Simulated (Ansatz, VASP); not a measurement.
## Bi: VASP beside Ansatz

File INCAR:

```
PREC = Accurate ; ENCUT = 600
EDIFF = 1E-6 ; ISMEAR = 0
SIGMA = 0.01 ; LREAL = F
LASPH = T ; NELM = 100
ALGO = Fast ; ISIF = 3
LWAVE = F ; LCHARG = F
GGA = PE ; IBRION = 2
NSW = 100 ; EDIFFG = -0.01
```

Contents of KPOINTS:

```
regular mesh
0
Gamma
  8 8 8
```

POSCAR

```
Bi
1.0
    2.2983316651     -6.4479828800      0.0000000000
    2.2983316651      6.4479828800      0.0000000000
    0.0000000000      0.0000000000      4.9335796660
Bi
4
Direct
    0.1177703961      0.8822296039      0.9593215242
    0.6177703961      0.3822296039      0.5406784758
    0.8822296039      0.1177703961      0.0406784758
    0.3822296039      0.6177703961      0.4593215242
```

Input for Ansatz:

```yaml
crystal:
  lattice:
    - [2.2983316651, -6.44798288, 0.0]
    - [2.2983316651, 6.44798288, 0.0]
    - [0.0, 0.0, 4.933579666]
  atoms:
    - { symbol: Bi, position: [0.1177703961, 0.8822296039, 0.9593215242] }
    - { symbol: Bi, position: [0.6177703961, 0.3822296039, 0.5406784758] }
    - { symbol: Bi, position: [0.8822296039, 0.1177703961, 0.0406784758] }
    - { symbol: Bi, position: [0.3822296039, 0.6177703961, 0.4593215242] }
basis:
  ecutwfc: 420
kpoints:
  mp_grid: { grid: [8, 8, 8] }
hamiltonian:
  xc: pbe
scf:
  occupations: { method: gaussian, width: 0.01 }
output:
  forces: true
  stress: true
  eigenvalues: true
relax:
  adjacent_minimum: "off"
  f_tol: 0.01
  max_steps: 80
  cell: { stress_tol: 0.05 }
```

Alike in both runs: task relaxation of cell and atoms; functional PBE; k mesh 8 × 8 × 8; occupations gaussian, width 0.01 eV; no spin polarisation.

```csv
,VASP,Ansatz
version,VASP 6.6.1,Ansatz 0.2.0
potentials or method,"VASP PAW PBE potentials, release 64 (Bi_d), cutoff 600 eV","scalar-relativistic, plane waves, PAW"
valence electrons in the cell,60,60
```

Ansatz gave:

- gap on the k mesh at the Fermi level, each at its own relaxed structure (eV): none
- relaxed volume (Å³/atom): 36.52
- relaxed length of the cell vector where the two differ most in proportion (Å): 5.005

Which values does VASP return?

gap on the k mesh at the Fermi level, each at its own relaxed structure (eV): none; relaxed volume (Å³/atom): 36.47; relaxed length of the cell vector where the two differ most in proportion (Å): 4.996.

A gap of «none» marks a metal or a gap that the smearing closes.

Neither program's run includes spin-orbit coupling.
